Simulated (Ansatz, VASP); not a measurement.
One calculation of HgTe, two programs

File INCAR:

```
ALGO     = Normal         # electronic algorithm
EDIFF    = 1E-6           # SCF threshold, eV
ENCUT    = 520            # plane-wave cutoff, eV
GGA      = PS             # functional
ISIF     = 2              # what is computed and relaxed
ISMEAR   = 0              # smearing method
LASPH    = True           # aspherical terms in the spheres
LCHARG   = True           # write CHGCAR
LELF     = True           # ELF
LREAL    = False          # projectors in reciprocal space
LVHAR    = True         
LWAVE    = False          # write WAVECAR
NBANDS   = 16             # bands
NELM     = 100            # most SCF steps
PREC     = Accurate       # precision mode
SIGMA    = 0.15           # smearing width, eV
```

The input KPOINTS:

```
k-points
0
Gamma
  14 14 14
```

File POSCAR:

```
HgTe
1.0
    0.0000000000      3.1267950000      3.2235000000
    3.1267950000      0.0000000000      3.2235000000
    3.1267950000      3.1267950000      0.0000000000
Hg Te
1 1
Direct
    0.0000000000      0.0000000000      0.0000000000
    0.7500000000      0.7500000000      0.7500000000
```

Input for Ansatz:

```yaml
crystal:
  lattice:
    - [0.0, 3.126795, 3.2235]
    - [3.126795, 0.0, 3.2235]
    - [3.126795, 3.126795, 0.0]
  atoms:
    - { symbol: Hg, position: [0.0, 0.0, 0.0] }
    - { symbol: Te, position: [0.75, 0.75, 0.75] }
basis:
  ecutwfc: 420
kpoints:
  mp_grid: { grid: [14, 14, 14] }
hamiltonian:
  xc: pbesol
scf:
  occupations: { method: gaussian, width: 0.15 }
output:
  forces: true
  stress: true
  eigenvalues: true
  write_density: true
  write_potential: true
  elf: true
  volumetric_format: npy
```

Change from the starting cell: strain -0.030 along x and y, +0.000 along z, atoms carried along.

Alike in both runs: task single point; functional PBEsol; k mesh 14 × 14 × 14; occupations gaussian, width 0.15 eV; no spin polarisation.

```csv
,VASP,Ansatz
version,VASP 6.6.1,Ansatz 0.2.0
potentials or method,"VASP PAW PBE potentials, release 64 (Hg, Te), cutoff 520 eV","scalar-relativistic, plane waves, PAW"
valence electrons in the cell,18,36
```

|  | VASP | Ansatz | Ansatz less VASP |
| --- | --- | --- | --- |
| gap on the k mesh at the Fermi level (eV) | none | none | - |
| pressure (GPa) | 4.9 | 4.7 | -0.17 |
| traceless stress, the component that is largest in VASP (GPa) | -0.27 | -0.27 | 0.000 |

VASP's potentials were made for PBE, not for PBEsol. A gap of «none» marks a metal or a gap that the smearing closes. VASP's potentials hold 18 valence electrons a cell and Ansatz's 36, so a difference there can come from the potentials and not from the codes.

Spin-orbit coupling is off throughout.
